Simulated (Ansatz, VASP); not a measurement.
## MgS in VASP and in Ansatz

File POSCAR:

```
MgS
1.0
    0.0000000000      2.6015179371      2.6015179371
    2.6015179371      0.0000000000      2.6015179371
    2.6015179371      2.6015179371      0.0000000000
Mg S
1 1
Direct
    0.0000000000      0.0000000000      0.0000000000
    0.5000000000      0.5000000000      0.5000000000
```

The input INCAR.step1:

```
SYSTEM = MgS
ALGO = Normal ; EDIFF = 1E-4
ENCUT = 520 ; GGA = PE
ISMEAR = 0 ; LASPH = .TRUE.
LCHARG = .FALSE. ; LREAL = .FALSE.
LWAVE = .TRUE. ; NBANDS = 11
NELM = 60 ; PREC = Accurate
SIGMA = 0.01
```

Contents of INCAR.step2:

```
SYSTEM = MgS
ALGO = Normal ; EDIFF = 1E-7
ENCUT = 520 ; ISIF = 2
ISMEAR = 0 ; ISTART = 1
LASPH = .TRUE. ; LCHARG = .TRUE.
LELF = .TRUE. ; LMIXTAU = .TRUE.
LREAL = .FALSE. ; LVHAR = .TRUE.
LWAVE = .FALSE. ; METAGGA = R2SCAN
NBANDS = 11 ; NELM = 60
PREC = Accurate ; SIGMA = 0.01
```

The input KPOINTS:

```
k-points
0
G
  8 8 8
  0 0 0
```

Input for Ansatz:

```yaml
crystal:
  lattice:
    - [0.0, 2.6015179371, 2.6015179371]
    - [2.6015179371, 0.0, 2.6015179371]
    - [2.6015179371, 2.6015179371, 0.0]
  atoms:
    - { symbol: Mg, position: [0.0, 0.0, 0.0] }
    - { symbol: S, position: [0.5, 0.5, 0.5] }
kpoints:
  mp_grid: { grid: [8, 8, 8] }
  band_path:
    path:
      - [0.0, 0.0, 0.0]
      - [0.5, 0.0, 0.5]
      - [0.625, 0.25, 0.625]
      - [0.375, 0.375, 0.75]
      - [0.5, 0.5, 0.5]
      - [0.5, 0.25, 0.75]
      - [0.0, 0.5, 0.5]
    npoints: 1
hamiltonian:
  xc: r2scan
scf:
  occupations: { method: fixed }
  n_extra_bands: 4
output:
  forces: true
  stress: true
  eigenvalues: true
```

Alike in both runs: task single point; functional r2SCAN; k mesh 8 × 8 × 8; no spin polarisation.

```csv
,VASP,Ansatz
version,VASP 6.6.1,Ansatz 0.2.0
potentials or method,"VASP PAW PBE potentials, release 64 (Mg, S)","plane waves, PAW"
plane-wave cutoff (eV),520,500
occupations,"gaussian, width 0.01 eV",fixed
valence electrons in the cell,8,16
```

VASP gave:

```
gap on the k mesh at the Fermi level (eV) : 3.43
pressure (GPa)                            : -0.5
```

Q: What did Ansatz give for the same quantities?

A: gap on the k mesh at the Fermi level (eV): 3.46; pressure (GPa): 0.0.

VASP's potentials were made for PBE, not for r2SCAN. VASP's potentials hold 8 valence electrons a cell and Ansatz's 16, so a difference there can come from the potentials and not from the codes.
